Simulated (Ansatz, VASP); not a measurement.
# One calculation of Co, two programs

```
CELL_PARAMETERS angstrom
2.50710 0.00000 0.00000
-1.25355 2.17121 0.00000
0.00000 0.00000 4.06860
ATOMIC_POSITIONS crystal
Co 0.33333 0.66667 0.25000
Co 0.66667 0.33333 0.75000
```

Alike in both runs: task relaxation of cell and atoms; functional BLYP; k mesh 14 × 14 × 8; occupations fermi-dirac, width 0.1 eV; no spin polarisation.

|  | VASP | Ansatz |
| --- | --- | --- |
| version | VASP 6.6.1 | Ansatz 0.2.0 |
| potentials or method | VASP PAW PBE potentials, release 64 (Co), cutoff 600 eV | plane waves (420 eV) with PAW, scalar-relativistic |
| valence electrons in the cell | 18 | 34 |

```csv
,VASP,Ansatz,Ansatz less VASP
relaxed volume (Å³/atom),10.82,10.83,+0.013
relaxed cell length with the largest relative difference (Å),4.013,4.016,+0.0021
```

VASP's potentials were made for PBE, not for BLYP. VASP's potentials hold 18 valence electrons a cell and Ansatz's 34, so a difference there can come from the potentials and not from the codes.
